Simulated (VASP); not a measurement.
# La4HfO (F-43m) in VASP: further runs

Runs on La4HfO. Level: PBE. Tasks: single point, relaxation of cell and atoms.

Program: VASP 6.6.1. These are calculated values, not measurements. Logs are shortened: lines on timing, memory, paths and dates and some standing lists are left out, and cuts for length are marked.

## (1) The cell of the first run

Symmetry: F-43m, No. 216, cubic system. Conventional cell: a = 8.586 Å, b = 8.586 Å, c = 8.586 Å, α = 90.00°, β = 90.00°, γ = 90.00°. La (site symmetry 3m) has 6 La at 2.99 to 3.08 Å and 3 Hf at 3.56 Å and 3 O at 3.56 Å within 3.9 Å. Within 4.7 Å of Hf (site symmetry -43m) lie 12 La at 3.56 Å and 4 O at 3.72 Å. Within 4.7 Å of O (site symmetry -43m) lie 12 La at 3.56 Å and 4 Hf at 3.72 Å.

The cell was generated, and may not be a known phase.

## (2) Single point, PBE

Input file INCAR:

```
SYSTEM = La4HfO
PREC = Accurate
ENCUT = 520
EDIFF = 1E-6
ISMEAR = 0
SIGMA = 0.1
LREAL = .False.
LASPH = .True.
NELM = 60
ALGO = Normal
ISIF = 2
LWAVE = .False.
LCHARG = .True.
GGA = PE
LELF = .True.
LVHAR = .True.
NBANDS = 39
```

Input file KPOINTS:

```
regular mesh
0
Gamma
  4 4 4
  0 0 0
```

Input file POSCAR:

```
La4HfO
1.0
    0.0000000000      4.2932142900      4.2932142900
    4.2932142900      0.0000000000      4.2932142900
    4.2932142900      4.2932142900      0.0000000000
La Hf O
4 1 1
Direct
    0.8699390300      0.3766869900      0.3766869900
    0.3766869900      0.3766869900      0.3766869900
    0.3766869900      0.8699390300      0.3766869900
    0.3766869900      0.3766869900      0.8699390300
    0.7500000000      0.7500000000      0.7500000000
    0.0000000000      0.0000000000      0.0000000000
```

Potentials or basis: VASP PAW PBE potentials, release 64 (La, Hf_pv, O).

Command:

```
> cat potpaw_PBE.64/La/POTCAR potpaw_PBE.64/Hf_pv/POTCAR potpaw_PBE.64/O/POTCAR > POTCAR
> mpirun -np 1 vasp_std > vasp.out
```

OUTCAR:

```text
SYSTEM = La4HfO
   PREC = Accurate
   ENCUT = 520
   EDIFF = 1E-6
   ISMEAR = 0
   LREAL = .False.
   LASPH = .True.
   NELM = 60
   ISIF = 2
   GGA = PE

 ion  position               nearest neighbor table
   1  0.870  0.377  0.377-   2 2.99   3 2.99   4 2.99   2 3.08   4 3.08   3 3.08   5 3.56   5 3.56
                             5 3.56
   2  0.377  0.377  0.377-   1 2.99   3 2.99   4 2.99   4 3.08   3 3.08   1 3.08   5 3.56   5 3.56
                             5 3.56
   3  0.377  0.870  0.377-   1 2.99   2 2.99   4 2.99   4 3.08   2 3.08   1 3.08   5 3.56   5 3.56
                             5 3.56
   4  0.377  0.377  0.870-   1 2.99   2 2.99   3 2.99   2 3.08   3 3.08   1 3.08   5 3.56   5 3.56
                             5 3.56
   5  0.750  0.750  0.750-   1 3.56   3 3.56   4 3.56   2 3.56   2 3.56   2 3.56   1 3.56   4 3.56
                             3 3.56   1 3.56   3 3.56   4 3.56
   6  0.000  0.000  0.000-

  LATTYP: Found a face centered cubic cell.
 ALAT       =     8.5864285800

  Lattice vectors:

 A1 = (   0.0000000000,   4.2932142900,   4.2932142900)
 A2 = (   4.2932142900,   0.0000000000,   4.2932142900)
 A3 = (   4.2932142900,   4.2932142900,   0.0000000000)

Analysis of symmetry for initial positions (statically):
=====================================================================
 Subroutine PRICEL returns:
 Original cell was already a primitive cell.

 Routine SETGRP: Setting up the symmetry group for a
 face centered cubic supercell.

 Subroutine GETGRP returns: Found 24 space group operations
 (whereof 24 operations were pure point group operations)
 out of a pool of 48 trial point group operations.

The static configuration has the point symmetry T_d .

Analysis of symmetry for dynamics (positions and initial velocities):
=====================================================================
 Subroutine PRICEL returns:
 Original cell was already a primitive cell.

 Routine SETGRP: Setting up the symmetry group for a
 face centered cubic supercell.

 Subroutine GETGRP returns: Found 24 space group operations
 (whereof 24 operations were pure point group operations)
 out of a pool of 48 trial point group operations.

The dynamic configuration has the point symmetry T_d .

 Subroutine INISYM returns: Found 24 space group operations
 (whereof 24 operations are pure point group operations),
 and found     1 'primitive' translations

----------------------------------------------------------------------------------------

                                     Primitive cell

  volume of cell :     158.2624

  direct lattice vectors                    reciprocal lattice vectors
     0.000000000  4.293214290  4.293214290    -0.116462857  0.116462857  0.116462857
     4.293214290  0.000000000  4.293214290     0.116462857 -0.116462857  0.116462857
     4.293214290  4.293214290  0.000000000     0.116462857  0.116462857 -0.116462857

  length of vectors
     6.071521875  6.071521875  6.071521875     0.201719585  0.201719585  0.201719585

  position of ions in fractional coordinates (direct lattice)
     0.869939030  0.376686990  0.376686990
     0.376686990  0.376686990  0.376686990
     0.376686990  0.869939030  0.376686990
     0.376686990  0.376686990  0.869939030
     0.750000000  0.750000000  0.750000000
     0.000000000  0.000000000  0.000000000

  ion indices of the primitive-cell ions
   primitive index   ion index
                 1           1
                 2           2
                 3           3
                 4           4
                 5           5
                 6           6

----------------------------------------------------------------------------------------

 KPOINTS: regular mesh

Automatic generation of k-mesh.
 Grid dimensions read from file:
 generate k-points for:    4    4    4

 Generating k-lattice:

  Cartesian coordinates                     Fractional coordinates (reciprocal lattice)
    -0.029115714  0.029115714  0.029115714     0.250000000  0.000000000  0.000000000
     0.029115714 -0.029115714  0.029115714     0.000000000  0.250000000  0.000000000
     0.029115714  0.029115714 -0.029115714     0.000000000  0.000000000  0.250000000

  Length of vectors
     0.050429896  0.050429896  0.050429896

  Shift w.r.t. Gamma in fractional coordinates (k-lattice)
     0.000000000  0.000000000  0.000000000

 Subroutine IBZKPT returns following result:
 ===========================================

 Found      8 irreducible k-points:

 Following reciprocal coordinates:
            Coordinates               Weight
  0.000000  0.000000  0.000000      1.000000
  0.250000  0.000000  0.000000      8.000000
  0.500000  0.000000  0.000000      4.000000
  0.250000  0.250000  0.000000      6.000000
  0.500000  0.250000  0.000000     24.000000
 -0.250000  0.250000  0.000000     12.000000
  0.500000  0.500000  0.000000      3.000000
 -0.250000  0.500000  0.250000      6.000000
   k-points           NKPTS =      8   k-points in BZ     NKDIM =      8   number of bands    NBANDS=     39
   number of dos      NEDOS =    301   number of ions     NIONS =      6
   total plane-waves  NPLWV = 110592
   dimension x,y,z NGX =    48 NGY =   48 NGZ =   48
   dimension x,y,z NGXF=    96 NGYF=   96 NGZF=   96
   ions per type =               4   1   1
   NGX,Y,Z   is equivalent  to a cutoff of  13.14, 13.14, 13.14 a.u.
   NGXF,Y,Z  is equivalent  to a cutoff of  26.29, 26.29, 26.29 a.u.
 SYSTEM =  La4HfO
   PREC   = accura    normal or accurate (medium, high low for compatibility)
   ISTART =      0    job   : 0-new  1-cont  2-samecut
   ICHARG =      2    charge: 1-file 2-atom 10-const
   ISPIN  =      1    spin polarized calculation?
   LNONCOLLINEAR =      F non collinear calculations
   LSORBIT =      F    spin-orbit coupling
   LASPH  =      T    aspherical Exc in radial PAW
   ENCUT  =  520.0 eV  38.22 Ry    6.18 a.u.  11.29 11.29 11.29*2*pi/ulx,y,z
   NELM   =     60;   NELMIN=  2; NELMDL= -5     # of ELM steps
   EDIFF  = 0.1E-05   stopping-criterion for ELM
   LREAL  =      F    real-space projection
   EDIFFG = 0.1E-04   stopping-criterion for IOM
   NSW    =      0    number of steps for IOM
   IBRION =     -1    ionic relax: 0-MD 1-quasi-New 2-CG
   NFREE  =      0    steps in history (QN), initial steepest desc. (CG)
   ISIF   =      2    stress and relaxation
   ISYM   =      2    0-nonsym 1-usesym 2-fastsym
   POTIM  = 0.5000    time-step for ionic-motion
   TEBEG  =    0.0;   TEEND  =   0.0 temperature during run
   PSTRESS=    0.0 pullay stress
   NELECT =      60.0000    total number of electrons
   NUPDOWN=      -1.0000    fix difference up-down
   EMIN   =  10.00;   EMAX   =-10.00  energy-range for DOS
   EFERMI =   0.00;   METHOD = LEGACY
   ISMEAR =     0;   SIGMA  =   0.10  broadening in eV -4-tet -1-fermi 0-gaus
   EFERMI_NEDOS =   21; number of points for ismear=-14 and -15
   IALGO  =     38    algorithm
   IMIX   =      4    mixing-type and parameters
     AMIX     =   0.40;   BMIX     =  1.00
     AMIX_MAG =   1.60;   BMIX_MAG =  1.00
  volume/ion in A,a.u.               =      26.38       178.00
  Fermi-wavevector in a.u.,A,eV,Ry     =   1.184857  2.239055 19.101037  1.403887
  Thomas-Fermi vector in A             =   2.321063
   LORBIT       =      0    0 simple, 1 ext, 2 COOP (PROOUT), +10 PAW based schemes
   GGA     = PE    functional components
   LHFCALC =     F    Hartree Fock is set to
   AEXX    =    0.0000 exact exchange contribution
   IVDW    =     0    specifies the selected vdW correction
   LEPSILON=     F    determine dielectric tensor
   LRPA    =     F    only Hartree local field effects (RPA)
 non-spin polarized calculation
 Gauss-broadening in eV      SIGMA  =   0.10
  energy-cutoff  :      520.00
  volume of cell :      158.26
 maximum number of plane-waves:      4314
 NGX is ok and might be reduce to    48
   NGX = 23   NGY = 23   NGZ = 23

 number of electron      59.9999998 magnetization

 Free energy of the ion-electron system (eV)
  ---------------------------------------------------
  ext. energy  EPLUGINS =         0.00000000
  ---------------------------------------------------
  free energy    TOTEN  =       -29.69367334 eV

  energy without entropy =      -29.64365675  energy(sigma->0) =      -29.66866505

 E-fermi :   8.0565     XC(G=0): -10.2325

 val. band max:        8.0477333764   @ k =   0.5000   0.2500   0.0000
 cond. band min:       8.1085856671   @ k =   0.2500   0.2500   0.0000
 fundamental gap:      0.0608522907
 Fermi energy:         8.0564736811

 k-point     1 :       0.0000    0.0000    0.0000
  band No.  band energies     occupation
      1     -25.1007      2.00000
      2     -23.9617      2.00000
      3     -23.9617      2.00000
      4     -23.9617      2.00000
      5     -23.0408      2.00000
      6     -23.0408      2.00000
[... 31 lines left out ...]
     38       9.6047      0.00000
     39       9.6111      0.00000

 k-point     2 :       0.2500    0.0000    0.0000
  band No.  band energies     occupation
      1     -25.0003      2.00000
      2     -24.1021      2.00000
      3     -23.9638      2.00000
      4     -23.9638      2.00000
      5     -23.0408      2.00000
      6     -23.0408      2.00000
[... 31 lines left out ...]
     38       9.6635      0.00000
     39       9.7010      0.00000

 k-point     3 :       0.5000    0.0000    0.0000
  band No.  band energies     occupation
      1     -24.8568      2.00000
      2     -24.2845      2.00000
      3     -23.9660      2.00000
      4     -23.9660      2.00000
      5     -23.0408      2.00000
      6     -23.0408      2.00000
[... 160 lines left out ...]
 k-point     7 :       0.5000    0.5000    0.0000
  band No.  band energies     occupation
      1     -24.6459      2.00000
      2     -24.5140      2.00000
      3     -23.9733      2.00000
      4     -23.9733      2.00000
      5     -23.0369      2.00000
      6     -23.0369      2.00000
[... 31 lines left out ...]
     38       9.9072      0.00000
     39       9.9541      0.00000

 k-point     8 :      -0.2500    0.5000    0.2500
  band No.  band energies     occupation
      1     -24.6458      2.00000
      2     -24.5158      2.00000
      3     -23.9734      2.00000
      4     -23.9698      2.00000
      5     -23.0387      2.00000
      6     -23.0370      2.00000
[... 31 lines left out ...]
     38       9.6491      0.00000
     39       9.7269      0.00000

------------------------ aborting loop because EDIFF is reached ----------------------------------------

  FORCE on cell =-STRESS in cart. coord.  units (eV):
  Direction    XX          YY          ZZ          XY          YZ          ZX
  --------------------------------------------------------------------------------------
  -------------------------------------------------------------------------------------
  Total        5.2379196      5.2379196      5.2379196      0.0000000      0.0000000     -0.0000000
  in kB       53.0263479     53.0263479     53.0263479      0.0000000      0.0000000     -0.0000000
  external PRESSURE =      53.0263479 kB  Pullay stress =       0.0000000 kB

 VOLUME and BASIS-vectors are now :
 -----------------------------------------------------------------------------
  energy-cutoff  :      520.00
  volume of cell :      158.26
      direct lattice vectors                 reciprocal lattice vectors
     0.000000000  4.293214290  4.293214290    -0.116462857  0.116462857  0.116462857
     4.293214290  0.000000000  4.293214290     0.116462857 -0.116462857  0.116462857
     4.293214290  4.293214290  0.000000000     0.116462857  0.116462857 -0.116462857

 POSITION                                       TOTAL-FORCE (eV/Angst)
 -----------------------------------------------------------------------------------
      3.23440      5.35203      5.35203        -0.150867      0.150867      0.150867
      3.23440      3.23440      3.23440        -0.150867     -0.150867     -0.150867
      5.35203      3.23440      5.35203         0.150867     -0.150867      0.150867
      5.35203      5.35203      3.23440         0.150867      0.150867     -0.150867
      6.43982      6.43982      6.43982        -0.000000     -0.000000     -0.000000
      0.00000      0.00000      0.00000        -0.000000     -0.000000     -0.000000
 -----------------------------------------------------------------------------------
    total drift:                                0.000000      0.000000      0.000000

  FREE ENERGIE OF THE ION-ELECTRON SYSTEM (eV)
  ---------------------------------------------------
  free  energy   TOTEN  =       -29.6936733381 eV

  energy  without entropy=      -29.6436567530  energy(sigma->0) =      -29.66866505
```

It took 2 min on 1 thread of AMD EPYC 7R13 (Zen 3), shared host; peak memory 0.32 GiB.

What came out:

```
Free energy            : -29.6937 eV
Pressure               : 5.3 GPa
Largest force          : 0.261 eV/Å
Band gap on the k mesh : zero (bands 30 and 31 overlap by 0.07 eV)
```

Forces on the atoms (eV/Å):
```
La  -0.151  0.151  0.151
La  -0.151 -0.151 -0.151
La   0.151 -0.151  0.151
La   0.151  0.151 -0.151
Hf   0.000  0.000  0.000
O    0.000  0.000  0.000
```

Levels at points of the mesh, in eV from the Fermi level:
```tsv
k point	band 28	band 29	band 30	band 31	band 32	band 33
(0.00, 0.00, 0.00)	-1.46	-0.44	-0.44	0.14	0.14	0.14
(0.50, 0.00, 0.00)	-0.77	-0.44	-0.44	-0.04	0.34	0.34
(0.50, 0.50, 0.00)	-0.55	-0.55	-0.43	0.35	0.41	0.41
```

Caveat: the cell stands under pressure; spin-orbit coupling is left out, which moves the levels of the heavy elements.

## (3) Single point, PBE

This run uses another cell than the first one, of 29.97 Å³/atom.

Input file INCAR:

```
SYSTEM = La4HfO
PREC = Accurate
ENCUT = 520
EDIFF = 1E-6
ISMEAR = 0
SIGMA = 0.1
LREAL = .FALSE.
LASPH = .TRUE.
NELM = 80
ALGO = Normal
ISIF = 2
LWAVE = .FALSE.
LCHARG = .FALSE.
GGA = PE
NBANDS = 39
```

Input file KPOINTS:

```
regular mesh
0
G
  4 4 4
  0 0 0
```

Input file POSCAR:

```
La4HfO
1.0
    0.0000000000      4.4800895463      4.4800895463
    4.4800895463      0.0000000000      4.4800895463
    4.4800895463      4.4800895463      0.0000000000
La Hf O
4 1 1
Direct
    0.8736137308      0.3754620897      0.3754620897
    0.3754620897      0.3754620897      0.3754620897
    0.3754620897      0.8736137308      0.3754620897
    0.3754620897      0.3754620897      0.8736137308
    0.7500000000      0.7500000000      0.7500000000
    0.0000000000      0.0000000000      0.0000000000
```

Potentials or basis: VASP PAW PBE potentials, release 64 (La, Hf_pv, O).

Command:

```
> cat potpaw_PBE.64/La/POTCAR potpaw_PBE.64/Hf_pv/POTCAR potpaw_PBE.64/O/POTCAR > POTCAR
> mpirun -np 1 vasp_std > vasp.out
```

It took 1.9 min on 1 thread of AMD EPYC 7R13 (Zen 3), shared host; peak memory 0.33 GiB.

It converged, with:

```yaml
Free_energy: -30.0251 eV
Pressure: 0.0 GPa
Largest_force: 0.014 eV/Å
Band_gap_on_the_k_mesh: zero (bands 30 and 31 overlap by 0.18 eV)
```

Forces on the atoms (eV/Å):
```
La   0.008 -0.008 -0.008
La   0.008  0.008  0.008
La  -0.008  0.008 -0.008
La  -0.008 -0.008  0.008
Hf   0.000  0.000  0.000
O    0.000  0.000  0.000
```

Levels at points of the mesh, in eV from the Fermi level:
| k point | band 26 | band 27 | band 28 | band 29 | band 30 | band 31 | band 32 | band 33 | band 34 | band 35 |
| --- | --- | --- | --- | --- | --- | --- | --- | --- | --- | --- |
| (0.00, 0.00, 0.00) | -1.32 | -1.32 | -1.32 | -0.26 | -0.26 | 0.13 | 0.13 | 0.13 | 1.05 | 1.05 |
| (0.50, 0.00, 0.00) | -0.65 | -0.65 | -0.61 | -0.30 | -0.30 | -0.14 | 0.34 | 0.34 | 1.09 | 1.20 |
| (0.50, 0.50, 0.00) | -0.81 | -0.68 | -0.46 | -0.46 | -0.35 | 0.30 | 0.49 | 0.49 | 0.49 | 1.33 |

Caveat: spin-orbit coupling is left out, which moves the levels of the heavy elements.

## (4) Single point, PBE

This run uses another cell than the first one, of 29.70 Å³/atom.

Input file INCAR:

```
SYSTEM = La4HfO
PREC     = Accurate       ! precision mode
ENCUT    = 520            ! plane-wave cutoff, eV
EDIFF    = 1E-6           ! SCF threshold, eV
ISMEAR   = 0              ! smearing method
SIGMA    = 0.1            ! smearing width, eV
LREAL    = .False.        ! projectors in reciprocal space
LASPH    = .True.         ! aspherical terms in the spheres
NELM     = 100            ! most SCF steps
ALGO     = Normal         ! electronic algorithm
ISIF     = 2              ! what is computed and relaxed
LWAVE    = .False.        ! write WAVECAR
LCHARG   = .False.        ! write CHGCAR
GGA      = PE             ! functional
NBANDS   = 39             ! bands
```

Input file KPOINTS:

```
regular mesh
0
Gamma
  8 8 8
  0 0 0
```

Input file POSCAR:

```
La4HfO
1.0
    0.0000000000      4.4663463372      4.4663463372
    4.4663463372      0.0000000000      4.4663463372
    4.4663463372      4.4663463372      0.0000000000
La Hf O
4 1 1
Direct
    0.6235158980      0.6235158980      0.1294523060
    0.6235158980      0.1294523060      0.6235158980
    0.1294523060      0.6235158980      0.6235158980
    0.6235158980      0.6235158980      0.6235158980
    0.2500000000      0.2500000000      0.2500000000
    0.0000000000      0.0000000000      0.0000000000
```

Command:

```
> cat potpaw_PBE.64/La/POTCAR potpaw_PBE.64/Hf_pv/POTCAR potpaw_PBE.64/O/POTCAR > POTCAR
> mpirun -np 1 vasp_std > vasp.out
```

Wall time 6.1 min (1 thread of AMD EPYC 7R13 (Zen 3), shared host); peak memory 0.42 GiB.

It converged, with:

```
Free energy            : -30.1346 eV
Pressure               : -0.1 GPa
Largest force          : 0.019 eV/Å
Band gap on the k mesh : zero (bands 30 and 31 overlap by 0.17 eV)
```

Forces on the atoms (eV/Å):
```
La   0.011  0.011 -0.011
La   0.011 -0.011  0.011
La  -0.011  0.011  0.011
La  -0.011 -0.011 -0.011
Hf   0.000  0.000  0.000
O    0.000  0.000  0.000
```

Levels at points of the mesh, in eV from the Fermi level:
```tsv
k point	band 28	band 29	band 30	band 31	band 32	band 33
(0.00, 0.00, 0.00)	-1.28	-0.25	-0.25	0.14	0.14	0.14
(0.50, 0.00, 0.00)	-0.61	-0.29	-0.29	-0.11	0.38	0.38
(0.50, 0.50, 0.00)	-0.44	-0.44	-0.33	0.32	0.53	0.55
```

Caveat: spin-orbit coupling is left out, which moves the levels of the heavy elements.

[end of part 1 of 2]

The gap in the log of VASP goes by the Fermi energy; the results here count the filled bands.